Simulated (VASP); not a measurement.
# PbS (Cmcm) in VASP: notebook, part 2 of 2

VASP 6.6.1. The steps go on from the part before.

## Step 3: Single point, r2SCAN

File POSCAR:

```
PbS
1.0
    2.0637484134     -5.8692756837      0.0000000000
    2.0637484134      5.8692756837      0.0000000000
    0.0000000000      0.0000000000      4.2604423684
Pb S
2 2
Direct
    0.8722772593      0.1277227407      0.7500000000
    0.1277227407      0.8722772593      0.2500000000
    0.6436799881      0.3563200119      0.7500000000
    0.3563200119      0.6436799881      0.2500000000
```

File INCAR.step1:

```
SYSTEM = PbS
PREC = Accurate ; ENCUT = 520
ISMEAR = 0 ; SIGMA = 0.01
LREAL = .False. ; LASPH = .True.
NELM = 60 ; NBANDS = 28
GGA = PE ; ALGO = Normal
EDIFF = 1E-4 ; LWAVE = .True.
LCHARG = .False.
```

File INCAR.step2:

```
SYSTEM = PbS
PREC = Accurate ; ENCUT = 520
EDIFF = 1E-6 ; ISMEAR = 0
SIGMA = 0.01 ; LREAL = .False.
LASPH = .True. ; NELM = 60
ALGO = Normal ; ISIF = 2
LWAVE = .False. ; LCHARG = .False.
METAGGA = R2SCAN ; LMIXTAU = .True.
NBANDS = 28 ; ISTART = 1
```

File KPOINTS:

```
Automatic mesh
0
Gamma
  4 4 4
  0 0 0
```

Potentials or basis: VASP PAW PBE potentials, release 64 (Pb_d, S).

Run with:

```
> cat potpaw_PBE.64/Pb_d/POTCAR potpaw_PBE.64/S/POTCAR > POTCAR
> cp INCAR.step1 INCAR
> mpirun -np 1 vasp_std > vasp.out
> cp INCAR.step2 INCAR
> mpirun -np 1 vasp_std > vasp.out
```

OUTCAR:

```text
SYSTEM = PbS
   PREC = Accurate
   ENCUT = 520
   EDIFF = 1E-6
   ISMEAR = 0
   LREAL = .False.
   LASPH = .True.
   NELM = 60
   ISIF = 2
   METAGGA = R2SCAN
   ISTART = 1

 ion  position               nearest neighbor table
   1  0.872  0.128  0.750-   3 2.68   4 2.97   4 2.97   4 2.97   4 2.97   2 3.68   2 3.68   2 4.13
                             2 4.13   2 4.13   2 4.13
   2  0.128  0.872  0.250-   4 2.68   3 2.97   3 2.97   3 2.97   3 2.97   1 3.68   1 3.68   1 4.13
                             1 4.13   1 4.13   1 4.13
   3  0.644  0.356  0.750-   1 2.68   2 2.97   2 2.97   2 2.97   2 2.97
[... 853 lines left out ...]
  -------------------------------------------------------------------------------------
  Total        0.6633733      0.5667431      0.6333520      0.0000000     -0.0000000      0.0000000
  in kB       10.2977566      8.7977357      9.8317264      0.0000000     -0.0000000      0.0000000
  external PRESSURE =       9.6424062 kB  Pullay stress =       0.0000000 kB

 VOLUME and BASIS-vectors are now :
 -----------------------------------------------------------------------------
  energy-cutoff  :      520.00
  volume of cell :      103.21
      direct lattice vectors                 reciprocal lattice vectors
     2.063748413 -5.869275684  0.000000000     0.242277594 -0.085189387  0.000000000
     2.063748413  5.869275684  0.000000000     0.242277594  0.085189387  0.000000000
     0.000000000  0.000000000  4.260442368     0.000000000  0.000000000  0.234717410

 POSITION                                       TOTAL-FORCE (eV/Angst)
 -----------------------------------------------------------------------------------
      2.06375     -4.37000      3.19533         0.000000      0.021661     -0.000000
      2.06375      4.37000      1.06511         0.000000     -0.021661     -0.000000
      2.06375     -1.68659      3.19533         0.000000     -0.038971     -0.000000
      2.06375      1.68659      1.06511         0.000000      0.038971      0.000000
 -----------------------------------------------------------------------------------
    total drift:                                0.000000      0.000000     -0.000000

  FREE ENERGIE OF THE ION-ELECTRON SYSTEM (eV)
  ---------------------------------------------------
  free  energy   TOTEN  =      -131.1313770130 eV

  energy  without entropy=     -131.1313770130  energy(sigma->0) =     -131.13137701
```

OUTCAR.step1:

```text
SYSTEM = PbS
   PREC = Accurate
   ENCUT = 520
   ISMEAR = 0
   LREAL = .False.
   LASPH = .True.
   NELM = 60
[... 879 lines left out ...]
      2.06375      4.37000      1.06511         0.000000      0.055573     -0.000000
      2.06375     -1.68659      3.19533         0.000000      0.092039     -0.000000
      2.06375      1.68659      1.06511         0.000000     -0.092039      0.000000
 -----------------------------------------------------------------------------------
    total drift:                                0.000000      0.000000     -0.000000

  FREE ENERGIE OF THE ION-ELECTRON SYSTEM (eV)
  ---------------------------------------------------
  free  energy   TOTEN  =       -17.3620180565 eV

  energy  without entropy=      -17.3620180565  energy(sigma->0) =      -17.36201806
```

OSZICAR.step1:

```text
N       E                     dE             d eps       ncg     rms          rms(c)
DAV:   1     0.425966901460E+03    0.42597E+03   -0.19181E+04  1176   0.156E+03
DAV:   2     0.307551471215E+02   -0.39521E+03   -0.38319E+03  1180   0.406E+02
DAV:   3    -0.160820960348E+02   -0.46837E+02   -0.45463E+02  1516   0.157E+02
DAV:   4    -0.182552443256E+02   -0.21731E+01   -0.21646E+01  1416   0.350E+01
DAV:   5    -0.183380052504E+02   -0.82761E-01   -0.82751E-01  1588   0.718E+00    0.668E+00
DAV:   6    -0.173493566243E+02    0.98865E+00   -0.24322E+00  1644   0.106E+01    0.438E+00
DAV:   7    -0.173600990472E+02   -0.10742E-01   -0.48326E-01  1368   0.295E+00    0.281E+00
DAV:   8    -0.173685686413E+02   -0.84696E-02   -0.84090E-02  1684   0.231E+00    0.993E-01
DAV:   9    -0.173616193536E+02    0.69493E-02   -0.25887E-02  1648   0.128E+00    0.111E-01
DAV:  10    -0.173619684378E+02   -0.34908E-03   -0.19365E-03  1280   0.213E-01    0.491E-02
DAV:  11    -0.173620180565E+02   -0.49619E-04   -0.10476E-04   908   0.912E-02
   1 F= -.17362018E+02 E0= -.17362018E+02  d E =-.502418E-13
```

Run time: 2.5 min. Hardware: 1 thread of Intel Xeon Platinum 8488C (Sapphire Rapids), shared host; peak memory 0.3 GiB.

What came out:

| Property | Result |
| --- | --- |
| Free energy | -131.1314 eV |
| Pressure | 1.0 GPa |
| Largest force | 0.039 eV/Å |
| Band gap on the k mesh | 1.52 eV, indirect (least direct gap 1.95 eV) |

Forces on the atoms (eV/Å):
```
Pb   0.000  0.022  0.000
Pb   0.000 -0.022  0.000
S    0.000 -0.039  0.000
S    0.000  0.039  0.000
```

Levels at points of the mesh, in eV from the valence-band top:
```csv
k point,band 18,band 19,band 20,band 21,band 22,band 23
"(0.00, 0.00, 0.00)",-1.74,-1.53,-0.50,5.16,5.18,5.37
"(0.50, 0.00, 0.00)",-1.20,-0.30,-0.26,2.21,2.24,2.48
"(0.50, 0.50, 0.00)",-1.83,-1.34,-0.43,1.52,4.87,5.29
"(0.00, 0.00, 0.50)",-1.15,0.00,0.00,2.23,2.23,3.15
"(0.50, 0.00, 0.50)",-3.26,-1.44,-1.44,3.82,3.82,5.86
"(0.50, 0.50, 0.50)",-1.19,-0.37,-0.37,2.15,2.15,3.65
```

Caveat: the PAW data sets were made with another functional, which shifts forces and pressure a little; spin-orbit coupling is left out, which moves the levels of the heavy elements.

## Step 4: Single point, r2SCAN

POSCAR is that of step 3.

File INCAR.step1:

```
PREC = Accurate
ENCUT = 520
ISMEAR = 0
SIGMA = 0.01
LREAL = F
LASPH = T
NELM = 60
NBANDS = 28
GGA = PE
ALGO = Normal
EDIFF = 1E-4
LWAVE = T
LCHARG = F
```

File INCAR.step2:

```
PREC = Accurate
ENCUT = 520
EDIFF = 1E-7
ISMEAR = 0
SIGMA = 0.01
LREAL = F
LASPH = T
NELM = 60
ALGO = Normal
ISIF = 2
LWAVE = F
LCHARG = F
METAGGA = R2SCAN
LMIXTAU = T
NBANDS = 28
ISTART = 1
```

File KPOINTS:

```
Automatic mesh
0
Gamma
  4 4 4
```

Run with:

```
> cat potpaw_PBE.64/Pb_d/POTCAR potpaw_PBE.64/S/POTCAR > POTCAR
> cp INCAR.step1 INCAR
> mpirun -np 1 vasp_std > vasp.out
> cp INCAR.step2 INCAR
> mpirun -np 1 vasp_std > vasp.out
```

Run time: 2.8 min. Hardware: 1 thread of Intel Xeon Platinum 8488C (Sapphire Rapids), shared host; peak memory 0.3 GiB.

The run converged. Its results:

```yaml
Free_energy: -131.1314 eV
Pressure: 1.0 GPa
Largest_force: 0.039 eV/Å
Band_gap_on_the_k_mesh: 1.52 eV, indirect (least direct gap 1.95 eV)
```

Forces in eV/Å, atoms in the order of the input:
```
Pb   0.000  0.022  0.000
Pb   0.000 -0.022  0.000
S    0.000 -0.039  0.000
S    0.000  0.039  0.000
```

Stress tensor (GPa, compression positive):
```
1.03 0.00 0.00
0.00 0.88 0.00
0.00 0.00 0.98
```

Levels at points of the mesh, in eV from the valence-band top:
```
           k point  band 16  band 17  band 18  band 19  band 20  band 21  band 22  band 23  band 24  band 25
(0.00, 0.00, 0.00)    -3.08    -2.43    -1.74    -1.53    -0.50     5.16     5.18     5.37     6.06     6.48
(0.50, 0.00, 0.00)    -2.06    -1.42    -1.20    -0.30    -0.26     2.21     2.24     2.48     3.46     3.61
(0.50, 0.50, 0.00)    -2.70    -1.99    -1.83    -1.34    -0.43     1.52     4.87     5.29     5.41     6.13
(0.00, 0.00, 0.50)    -2.88    -1.15    -1.15     0.00     0.00     2.23     2.23     3.15     3.15     5.66
(0.50, 0.00, 0.50)    -4.41    -3.26    -3.26    -1.44    -1.44     3.82     3.82     5.86     5.86     7.01
(0.50, 0.50, 0.50)    -1.26    -1.19    -1.19    -0.37    -0.37     2.15     2.15     3.64     3.64     3.98
```

Caveat: the PAW data sets were made with another functional, which shifts forces and pressure a little; spin-orbit coupling is left out, which moves the levels of the heavy elements. A k mesh can miss the band edges.
